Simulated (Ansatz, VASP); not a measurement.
# One calculation of Li3HSe, two programs

File POSCAR:

```
Li3HSe
1.0
    3.8538125694      0.0000000000      0.0000000000
    0.0000000000      3.8538125694      0.0000000000
    0.0000000000      0.0000000000      3.8538125694
Li H Se
3 1 1
Direct
    0.0000000000      0.5000000000      0.5000000000
    0.5000000000      0.0000000000      0.5000000000
    0.5000000000      0.5000000000      0.0000000000
    0.5000000000      0.5000000000      0.5000000000
    0.0000000000      0.0000000000      0.0000000000
```

The input INCAR.step1:

```
ALGO = Normal ; EDIFF = 1E-4
ENCUT = 520 ; GGA = PE
ISMEAR = 0 ; LASPH = T
LCHARG = F ; LREAL = F
LWAVE = T ; NBANDS = 16
NELM = 80 ; PREC = Accurate
SIGMA = 0.01
```

INCAR.step2

```
ALGO = Normal ; EDIFF = 1E-6
ENCUT = 520 ; ISIF = 2
ISMEAR = 0 ; ISTART = 1
LASPH = T ; LCHARG = T
LELF = T ; LMIXTAU = T
LREAL = F ; LVHAR = T
LWAVE = F ; METAGGA = R2SCAN
NBANDS = 16 ; NELM = 80
PREC = Accurate ; SIGMA = 0.01
```

Contents of KPOINTS:

```
k-points
0
Gamma
  6 6 6
```

Input for Ansatz:

```yaml
crystal:
  lattice:
    - [3.8538125694, 0.0, 0.0]
    - [0.0, 3.8538125694, 0.0]
    - [0.0, 0.0, 3.8538125694]
  atoms:
    - { symbol: Li, position: [0.0, 0.5, 0.5] }
    - { symbol: Li, position: [0.5, 0.0, 0.5] }
    - { symbol: Li, position: [0.5, 0.5, 0.0] }
    - { symbol: H, position: [0.5, 0.5, 0.5] }
    - { symbol: Se, position: [0.0, 0.0, 0.0] }
kpoints:
  mp_grid: { grid: [6, 6, 6] }
hamiltonian:
  xc: r2scan
scf:
  occupations: { method: fixed }
  n_extra_bands: 5
output:
  forces: true
  stress: true
  eigenvalues: true
```

Alike in both runs: task single point; functional r2SCAN; k mesh 6 × 6 × 6; no spin polarisation.

```csv
,VASP,Ansatz
version,VASP 6.6.1,Ansatz 0.2.0
potentials or method,"VASP PAW PBE potentials, release 64 (Li_sv, H, Se)","plane waves, PAW"
plane-wave cutoff (eV),520,500
occupations,"gaussian, width 0.01 eV",fixed
valence electrons in the cell,16,26
```

Ansatz gave:

| Item | Value |
| --- | --- |
| gap on the k mesh at the Fermi level (eV) | 4.50 |

Problem. Which values does VASP return?

Solution. gap on the k mesh at the Fermi level (eV): 4.60.

VASP's potentials were made for PBE, not for r2SCAN. VASP's potentials hold 16 valence electrons a cell and Ansatz's 26, so a difference there can come from the potentials and not from the codes.

Noted on VASP's run: the cutoff is under 1.25 times that of the potentials, so the pressure is a little rough.
